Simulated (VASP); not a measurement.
Input of a VASP 6.6.1 run:

Contents of INCAR:

```
SYSTEM = CdTe
  PREC = Accurate
  ENCUT = 520
  EDIFF = 1E-7
  ISMEAR = -5
  SIGMA = 0.05
  LREAL = .FALSE.
  LASPH = .TRUE.
  NELM = 150
  ALGO = Normal
  ISIF = 2
  LWAVE = .FALSE.
  LCHARG = .TRUE.
  ISPIN = 2
  MAGMOM = 0.5 0
  LORBIT = 11
  GGA = RE
  IVDW = 12
  LELF = .TRUE.
  LVHAR = .TRUE.
  NBANDS = 20
```

Contents of KPOINTS:

```
regular mesh
0
G
  7 7 7
  0 0 0
```

Contents of POSCAR:

```
CdTe
1.0
    0.0000000000      3.1395734784      3.1395734784
    3.1395734784      0.0000000000      3.1395734784
    3.1395734784      3.1395734784      0.0000000000
Te Cd
1 1
Direct
    0.7500000000      0.7500000000      0.7500000000
    0.0000000000      0.0000000000      0.0000000000
```

Potentials or basis: VASP PAW PBE potentials, release 64 (Te, Cd).

Run with:

```bash
$ cat potpaw_PBE.64/Te/POTCAR potpaw_PBE.64/Cd/POTCAR > POTCAR
$ mpirun -np 1 vasp_std > vasp.out
```

(1) Estimate the pressure.

(2) Predict the band gap on the k mesh.

(3) What does it give for the net moment?

(4) Estimate the dispersion energy per atom.

Results:

(1) 5.3 GPa.

(2) 1.18 eV, direct.

(3) 0.00 μB per cell.

(4) -0.725 eV.

Caveat: three body term missing; the PAW data sets were made with another functional, which shifts forces and pressure a little; spin-orbit coupling is left out, which moves the levels of the heavy elements.
